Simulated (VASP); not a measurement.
Write the native input for VASP 6.6.1 that does the following.

```
Task                   : single point
Functional             : PBE
Potentials or basis    : VASP PAW PBE potentials, release 64 (Li_sv, Si, Au)
Cutoff                 : 520 eV
k mesh                 : 6 × 6 × 4
Occupations            : gaussian, width 0.2 eV
Spin                   : no spin polarisation
Dipole correction      : no
Further INCAR settings : ALGO = Normal; EDIFF = 1e-06; NBANDS = 32
```

The structure of Li2Si2Au3 lies in POSCAR:

```
Li2Si2Au3
1.0
    4.3062677842      0.0000000000      0.0000000000
    0.0000000000      4.3062677842      0.0000000000
    0.0000000000      0.0000000000      6.2038462597
Li Si Au
2 2 3
Direct
    0.5000000000      1.0000000000      0.7715266559
    0.0000000000      0.5000000000      0.2284733441
    0.0000000000      0.5000000000      0.7554716382
    0.5000000000      1.0000000000      0.2445283618
    0.5000000000      0.5000000000      0.5000000000
    0.5000000000      0.5000000000      1.0000000000
    0.0000000000      1.0000000000      0.5000000000
```

The input as run:

INCAR

```
PREC     = Accurate       # precision mode
ENCUT    = 520            # plane-wave cutoff, eV
EDIFF    = 1E-6           # SCF threshold, eV
ISMEAR   = 0              # smearing method
SIGMA    = 0.2            # smearing width, eV
LREAL    = F              # projectors in reciprocal space
LASPH    = T              # aspherical terms in the spheres
NELM     = 60             # most SCF steps
ALGO     = Normal         # electronic algorithm
ISIF     = 2              # what is computed and relaxed
LWAVE    = F              # write WAVECAR
LCHARG   = F              # write CHGCAR
GGA      = PE             # functional
NBANDS   = 32             # bands
```

KPOINTS

```
Automatic mesh
0
Gamma
  6 6 4
```

Potentials or basis: VASP PAW PBE potentials, release 64 (Li_sv, Si, Au).

Launch:

```console
$ cat potpaw_PBE.64/Li_sv/POTCAR potpaw_PBE.64/Si/POTCAR potpaw_PBE.64/Au/POTCAR > POTCAR
$ mpirun -np 1 vasp_std > vasp.out
```

Results of the run:

```json
{
 "Largest force": "0.020 eV/Å"
}
```

Wall time 36 s on 1 thread of Intel(R) Xeon(R) 6975P-C (Granite Rapids) (shared host), peak memory 0.27 GiB.
